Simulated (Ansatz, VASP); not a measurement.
# AlCu in VASP and in Ansatz

```
Al Cu
1.0
     2.95600    0.01109    0.00000
     0.01109    2.95600    0.00000
     0.00000    0.00000    2.95600
Al Cu
1 1
Direct
  0.00000 0.00000 0.00000
  0.50000 0.50000 0.50000
```

Change from the starting cell: strain +0.0075 x Voigt [0, 0, 0, 0, 0, 1], atoms carried along.

Alike in both runs: task single point; functional PBEsol; k mesh 20 × 20 × 20; occupations gaussian, width 0.15 eV; no spin polarisation.

```csv
,VASP,Ansatz
version,VASP 6.6.1,Ansatz 0.2.0
potentials or method,"VASP PAW PBE potentials, release 64 (Al, Cu), cutoff 520 eV","scalar-relativistic, plane waves, PAW"
valence electrons in the cell,14,22
```

```tsv
	VASP	Ansatz	Ansatz less VASP
gap on the k mesh at the Fermi level (eV)	none	none	-
pressure (GPa)	0.3	0.0	-0.23
traceless stress, the component that is largest in VASP (GPa)	-0.32	-0.33	-0.004
```

VASP's potentials were made for PBE, not for PBEsol. A gap of «none» marks a metal or a gap that the smearing closes. With one functional, cell and mesh, what is left measures potentials, basis and numerics. VASP's potentials hold 14 valence electrons a cell and Ansatz's 22, so a difference there can come from the potentials and not from the codes.
